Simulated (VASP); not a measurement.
Wanted: the native input for a VASP 6.6.1 run.

```
Task                   : single point
Functional             : PBE
Potentials or basis    : VASP PAW PBE potentials, release 64 (Al, N, C)
Cutoff                 : 520 eV
k mesh                 : 9 × 6 × 1
Occupations            : gaussian, width 0.05 eV
Spin                   : collinear spin
Starting moments       : [0.0, 0.0, 0.0, 0.0, 0.0, 0.0, 0.0, 0.0, 2.0] μB
Dipole correction      : yes
Further INCAR settings : ALGO = Normal; EDIFF = 1e-07; NBANDS = 32
```

The structure of Al4CN4 lies in POSCAR:

```
Al4CN4
1.0
    3.1297683445      0.0000000000      0.0000000000
    0.0000000000      5.0173032419      0.0000000000
    0.0000000000      0.0000000000     19.0620320396
Al N C
4 4 1
Direct
    0.0000000000      0.9982714950      0.2098412169
    0.5000000000      0.4982714950      0.2572383830
    0.5000000000      0.9915197257      0.3577010219
    0.0000000000      0.4624332462      0.3868097530
    0.0000000000      0.6167285050      0.2098412169
    0.5000000000      0.1167285050      0.2572383830
    0.5000000000      0.6143669392      0.3564124135
    0.0000000000      0.1112303975      0.3967065014
    0.1666666667      0.9445637309      0.4546559522
```

The input as run:

INCAR

```
SYSTEM = Al4CN4
  ALGO = Normal
  DIPOL = 0.5 0.5 0.321
  EDIFF = 1E-7
  ENCUT = 520
  GGA = PE
  IDIPOL = 3
  ISIF = 2
  ISMEAR = 0
  ISPIN = 2
  LASPH = .True.
  LCHARG = .False.
  LDIPOL = .True.
  LORBIT = 11
  LREAL = .False.
  LWAVE = .False.
  MAGMOM = 0 0 0 0 0 0 0 0 2
  NBANDS = 32
  NELM = 150
  PREC = Accurate
  SIGMA = 0.05
```

KPOINTS

```
k-points
0
Gamma
  9 6 1
  0 0 0
```

Potentials or basis: VASP PAW PBE potentials, release 64 (Al, N, C).

The run is started by

```bash
$ cat potpaw_PBE.64/Al/POTCAR potpaw_PBE.64/N/POTCAR potpaw_PBE.64/C/POTCAR > POTCAR
$ mpirun -np 1 vasp_std > vasp.out
```

It gave:

| Quantity | Value |
| --- | --- |
| Largest force | 3.361 eV/Å |
| Band gap on the k mesh | zero (filled and empty bands overlap) |
| Net moment | 2.00 μB per cell |
| Site moments | Al +0.02, +0.01, +0.04 (each value once); N +0.02, +0.01, +0.04, +0.06; C +0.71 μB |
| Valence electrons inside the program's atomic spheres | Al 0.75, 0.79, 0.81, 0.83; N 3.72, 3.80, 3.86, 3.94; C 2.22 |

Wall time 11 min on 1 thread of AMD EPYC 9R45 96-Core Processor (Zen 5), on a shared host, peak memory 0.69 GiB.
